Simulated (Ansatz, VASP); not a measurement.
**One calculation of HfC, two programs**

```
Hf C
1.0
    -0.04650    2.30175    2.30175
     2.30175   -0.04650    2.30175
     2.30175    2.30175   -0.04650
Hf C
1 1
Direct
  0.50000 0.50000 0.50000
  0.00000 0.00000 0.00000
```

Change from the starting cell: equal xy, yz and zx shear strains of -2 %, crystal datasets.

Alike in both runs: task electric field gradients; functional LDA; k mesh 12 × 12 × 12; occupations fermi-dirac, width 0.05 eV; no spin polarisation.

|  | VASP | Ansatz |
| --- | --- | --- |
| version | VASP 6.6.1 | Ansatz 0.2.0 |
| potentials or method | VASP PAW LDA potentials, release 64 (Hf_pv, C), cutoff 520 eV | all-electron PAW with datasets made for the crystal, scalar-relativistic |

```tsv
	VASP	Ansatz	Ansatz less VASP
pressure (GPa)	-11.5	-11.7	-0.23
traceless stress, the component that is largest in VASP (GPa)	3.35	3.35	0.000
size of Vzz on the site where it differs most (V/Å²)	3.2	4.4	+1.22
```

LDA's correlation is that of Perdew and Zunger in VASP and of Perdew and Wang (1992) in Ansatz. Ansatz ran all-electron here, and VASP with PAW potentials.

Spin-orbit coupling is off throughout.
